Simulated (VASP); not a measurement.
The system is Ta.

```
Ta
1.0
     0.00000    2.08000    2.08000
     2.08000    0.00000    2.08000
     2.08000    2.08000    0.00000
Ta
1
Direct
  0.00000 0.00000 0.00000
```

This isn't the form of Ta at room conditions, which is bcc.

```yaml
Program: VASP 6.6.1
Task: relaxation of cell and atoms
Functional: PBE
Potentials_or_basis: VASP PAW PBE potentials, release 64 (Ta_pv)
Cutoff: 500 eV
k_mesh: 10 × 10 × 10
Occupations: gaussian, width 0.05 eV
Spin: no spin polarisation
```

At the start: pressure 8.7 GPa; volume 18.00 Å³/atom.

Question: How do energy, volume and symmetry change on relaxing?

Answer: Over 4 steps the energy falls by 19.7 meV/atom and the volume is 18.76 Å³/atom (+4.2 %); space group Fm-3m (No. 225, to 0.1 Å) before and after.

The path:
```csv
step,energy change (eV),largest force (eV/Å),pressure (GPa),volume (Å³)
1,0.0000,0.0000,8.67,18.00
2,0.0791,0.0000,-15.41,20.66
3,-0.0197,0.0000,-0.28,18.78
4,-0.0197,0.0000,-0.01,18.76
```

Final structure:
```cif
data_structure
_symmetry_space_group_name_H-M 'P 1'
_symmetry_Int_Tables_number 1
_cell_length_a 2.9824
_cell_length_b 2.9824
_cell_length_c 2.9824
_cell_angle_alpha 60.000
_cell_angle_beta 60.000
_cell_angle_gamma 60.000
_cell_volume 18.76
loop_
_atom_site_label
_atom_site_type_symbol
_atom_site_fract_x
_atom_site_fract_y
_atom_site_fract_z
_atom_site_occupancy
Ta1 Ta 0.00000 0.00000 0.00000 1
```
